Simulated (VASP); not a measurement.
Runs of VASP 6.6.1 on KCl. It takes space group Fm-3m (No. 225, cubic). The conventional cell has a = 6.290 Å, b = 6.290 Å, c = 6.290 Å, α = 90.00°, β = 90.00°, γ = 90.00°. K (site symmetry m-3m) has 6 Cl at 3.14 Å within 4.1 Å. Within 4.1 Å of Cl (site symmetry m-3m) lie 6 K at 3.14 Å. 

| level | share of exact exchange | screening parameter | gap on the mesh (eV) | pressure (GPa) |
| --- | --- | --- | --- | --- |
| HSE06 | 0.25 | 0.2079 1/Å | (a) | (c) |
| PBE-based screened hybrid with 100 % exact exchange | 1 | 0.5 1/Å | 7.99 | (b) |
| PBE-based screened hybrid with 50 % exact exchange | 0.5 | 0.1 1/Å | 8.58 | 0.1 |
| PBE-based screened hybrid with 15 % exact exchange | 0.15 | 0.2078 1/Å | 5.97 | 0.6 |

Alike in all rows: task single point; potentials or basis VASP PAW PBE potentials, release 64 (K_sv, Cl); no spin polarisation; cell as given; k mesh 4 × 4 × 4; cutoff (eV) 520; smearing gaussian 0.01 eV.

Q: Fill in the values left out.

A: (a) 6.50; (b) -0.4; (c) 0.5.

Caveats: all runs use coarse meshes; the PAW data sets were made with another functional, which shifts forces and pressure a little.

